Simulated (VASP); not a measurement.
NaCl, 2 atoms in the cell. It takes space group Fm-3m (No. 225, cubic). The conventional cell has a = 5.602 Å, b = 5.602 Å, c = 5.602 Å, α = 90.00°, β = 90.00°, γ = 90.00°. Within 3.7 Å of Na (site symmetry m-3m) lie 6 Cl at 2.80 Å. Cl (site symmetry m-3m) has 6 Na at 2.80 Å within 3.7 Å. 

```yaml
Program: VASP 6.6.1
Task: single point
Functional: PBEsol
Potentials_or_basis: VASP PAW PBE potentials, release 64 (Na_pv, Cl)
Cutoff: 520 eV
k_mesh: 10 × 10 × 10
Occupations: fermi-dirac, width 0.1 eV
Spin: no spin polarisation
Dipole_correction: no
Further_INCAR_settings: ALGO = Normal; EDIFF = 1e-06; NBANDS = 14
```

Potentials or basis: VASP PAW PBE potentials, release 64 (Na_pv, Cl).

The run is started by

```sh
$ cat potpaw_PBE.64/Na_pv/POTCAR potpaw_PBE.64/Cl/POTCAR > POTCAR
$ mpirun -np 1 vasp_std > vasp.out
```

Hardware: 1 thread of Intel(R) Xeon(R) Platinum 8259CL CPU @ 2.50GHz (Skylake/Cascade Lake), on a shared host.

Problem. Estimate the wall time of this run.

Solution. It took 26 s on 1 thread of Intel(R) Xeon(R) Platinum 8259CL CPU @ 2.50GHz (Skylake/Cascade Lake), on a shared host, peak memory 0.17 GiB. Counts: scf iterations 12, k points 47.
